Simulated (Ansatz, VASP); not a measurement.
## One calculation of SnO, two programs

The input POSCAR:

```
SnO
1.0
    3.0757864624      0.0000000000      0.0000000000
    0.0000000000      3.1034067828      0.0000000000
    0.0000000000      0.0000000000      3.1034067828
Sn O
1 1
Direct
    0.0000000000      0.0000000000      0.0000000000
    0.5000000000      0.5000000000      0.5000000000
```

Contents of INCAR.step1:

```
ALGO     = Normal         # electronic algorithm
EDIFF    = 1E-5           # SCF threshold, eV
ENCUT    = 520            # plane-wave cutoff, eV
GGA      = PE             # functional
ISIF     = 2              # what is computed and relaxed
ISMEAR   = -1             # smearing method
KPAR     = 4            
LASPH    = T              # aspherical terms in the spheres
LCHARG   = F              # write CHGCAR
LREAL    = F              # projectors in reciprocal space
LWAVE    = T              # write WAVECAR
NBANDS   = 17             # bands
NELM     = 80             # most SCF steps
PREC     = Accurate       # precision mode
SIGMA    = 0.02           # smearing width, eV
```

File INCAR.step2:

```
ALGO     = Normal         # electronic algorithm
EDIFF    = 1E-6           # SCF threshold, eV
ENCUT    = 520            # plane-wave cutoff, eV
GGA      = PE             # functional
HFSCREEN = 0.2079         # screening, 1/A
ISIF     = 2              # what is computed and relaxed
ISMEAR   = -1             # smearing method
ISTART   = 1            
KPAR     = 4            
LASPH    = T              # aspherical terms in the spheres
LCHARG   = F              # write CHGCAR
LHFCALC  = T              # exact exchange
LREAL    = F              # projectors in reciprocal space
LWAVE    = F              # write WAVECAR
NBANDS   = 17             # bands
NELM     = 80             # most SCF steps
PREC     = Accurate       # precision mode
PRECFOCK = Normal       
SIGMA    = 0.02           # smearing width, eV
```

The input KPOINTS:

```
k-points
0
Gamma
  6 6 6
```

Input for Ansatz:

```yaml
crystal:
  lattice:
    - [3.0757864624, 0.0, 0.0]
    - [0.0, 3.1034067828, 0.0]
    - [0.0, 0.0, 3.1034067828]
  atoms:
    - { symbol: Sn, position: [0.0, 0.0, 0.0] }
    - { symbol: O, position: [0.5, 0.5, 0.5] }
kpoints:
  mp_grid: { grid: [6, 6, 6] }
  band_path:
    path:
      - [0.0, 0.0, 0.0]
      - [0.0, 0.5, 0.0]
      - [0.5, 0.5, 0.0]
      - [0.5, 0.5, 0.5]
      - [0.0, 0.125, -0.5]
    npoints: 1
hamiltonian:
  xc: hse06
scf:
  occupations: { method: fermi_dirac, width: 0.02 }
  n_extra_bands: 4
output:
  forces: true
  stress: true
  eigenvalues: true
```

Change from the starting cell: uniaxial_x strain -0.9%.

Alike in both runs: task single point; functional HSE06; k mesh 6 × 6 × 6; occupations fermi-dirac, width 0.02 eV; no spin polarisation.

|  | VASP | Ansatz |
| --- | --- | --- |
| version | VASP 6.6.1 | Ansatz 0.2.0 |
| potentials or method | VASP PAW PBE potentials, release 64 (Sn_d, O) | plane waves, PAW |
| plane-wave cutoff (eV) | 520 | 420 |
| valence electrons in the cell | 20 | 20 |

|  | VASP | Ansatz | Ansatz less VASP |
| --- | --- | --- | --- |
| pressure (GPa) | 0.3 | 0.2 | -0.14 |
| traceless stress, the component that is largest in VASP (GPa) | 1.01 | 1.02 | +0.007 |

The functional is the same, so the differences come from potentials, cutoffs and numerics. Ansatz's warnings: stress exchange threshold loose, stress scf threshold loose.
